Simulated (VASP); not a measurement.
Write the native input for VASP 6.6.1 that does the following.

```yaml
Task: single point
Functional: PBEsol
Potentials_or_basis: VASP PAW PBE potentials, release 64 (As)
Cutoff: 520 eV
k_mesh: 18 × 18 × 18
Occupations: gaussian, width 0.15 eV
Spin: no spin polarisation
Dipole_correction: no
Further_INCAR_settings: ALGO = Normal; EDIFF = 1e-07; NBANDS = 8
```

The structure of As lies in POSCAR:

```
As
1.0
    2.7036817444      0.0000000000      0.0473144305
    0.0000000000      2.7036817444      0.0000000000
    0.0473144305      0.0000000000      2.7036817444
As
1
Direct
    0.5000000000      0.5000000000      0.5000000000
```

This cell differs from its parent crystal: strain +0.0350 x Voigt [0, 0, 0, 0, 1, 0].

The input as run:

INCAR

```
PREC = Accurate ; ENCUT = 520
EDIFF = 1E-7 ; ISMEAR = 0
SIGMA = 0.15 ; LREAL = False
LASPH = True ; NELM = 60
ALGO = Normal ; ISIF = 2
LWAVE = False ; LCHARG = True
GGA = PS ; LELF = True
LVHAR = True ; NBANDS = 8
```

KPOINTS

```
regular mesh
0
Gamma
  18 18 18
```

Potentials or basis: VASP PAW PBE potentials, release 64 (As).

Run with:

```bash
$ cat potpaw_PBE.64/As/POTCAR > POTCAR
$ mpirun -np 1 vasp_std > vasp.out
```

Results of the run:

| Quantity | Value |
| --- | --- |
| Pressure | -0.8 GPa |

Caveat: the cell differs from its parent crystal (strain +0.0350 x Voigt [0, 0, 0, 0, 1, 0]); the PAW data sets were made with another functional, which shifts forces and pressure a little.

Run time: 110 s on 1 thread of Intel Xeon 8259CL, on a shared host, peak memory 0.25 GiB.
